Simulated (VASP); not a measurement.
Runs of VASP 6.6.1 on C. The structure is that of space group Im-3m (No. 229), or close to it. The cells are those of the table. 

| cell | k mesh | gap on the mesh (eV) | pressure (GPa) |
| --- | --- | --- | --- |
| a = 2.013 Å, angles 109.5°, 1 atom | 21 × 21 × 21 | none | 16.8 |
| a = 2.070 Å, angles 109.5°, 1 atom | 21 × 21 × 21 | none | -0.4 |
| a = 2.097 Å, angles 109.5°, 1 atom | 21 × 21 × 21 | none | -6.4 |
| a = 2.070 Å, angles 109.5°, 1 atom | 30 × 30 × 30 | none | (b) |
| a = 1.984 Å, angles 109.5°, 1 atom | 21 × 21 × 21 | none | (a) |

Alike in all rows: task single point; level RPBE; potentials or basis VASP PAW PBE potentials, release 64 (C); no spin polarisation; cutoff (eV) 520; smearing fermi-dirac 0.1 eV.

Question: Fill in the values left out.

Answer: (a) 28.6; (b) 0.0.

Caveats: the PAW data sets were made with another functional, which shifts forces and pressure a little.

A gap of «none» marks levels without a gap at the run's occupations.
